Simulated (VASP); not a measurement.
Here is a VASP 6.6.1 calculation.

File INCAR:

```
ALGO     = Normal         # electronic algorithm
EDIFF    = 1E-7           # SCF threshold, eV
ENCUT    = 520            # plane-wave cutoff, eV
GGA      = PS             # functional
ISIF     = 2              # what is computed and relaxed
ISMEAR   = 0              # smearing method
LASPH    = T              # aspherical terms in the spheres
LCHARG   = T              # write CHGCAR
LELF     = T              # ELF
LREAL    = F              # projectors in reciprocal space
LVHAR    = T            
LWAVE    = F              # write WAVECAR
NBANDS   = 11             # bands
NELM     = 60             # most SCF steps
PREC     = Accurate       # precision mode
SIGMA    = 0.15           # smearing width, eV
```

File KPOINTS:

```
k-points
0
Gamma
  20 20 20
```

Contents of POSCAR:

```
Pt
1.0
    0.0000000000      1.9579000000      1.8600050000
    1.9579000000      0.0000000000      1.8600050000
    1.9579000000      1.9579000000      0.0000000000
Pt
1
Direct
    0.0000000000      0.0000000000      0.0000000000
```

Potentials or basis: VASP PAW PBE potentials, release 64 (Pt).

Run with:

```sh
$ cat potpaw_PBE.64/Pt/POTCAR > POTCAR
$ mpirun -np 1 vasp_std > vasp.out
```

(1) What does it give for the band gap on the k mesh?

(2) Estimate the pressure.

Results:

(1) zero (bands 5 and 6 overlap by 2.68 eV).

(2) 17.6 GPa.

Caveat: the cell differs from its parent crystal (strain +0.000 along x and y, -0.050 along z); the cell stands under pressure; the PAW data sets were made with another functional, which shifts forces and pressure a little; spin-orbit coupling is left out, which moves the levels of the heavy elements.
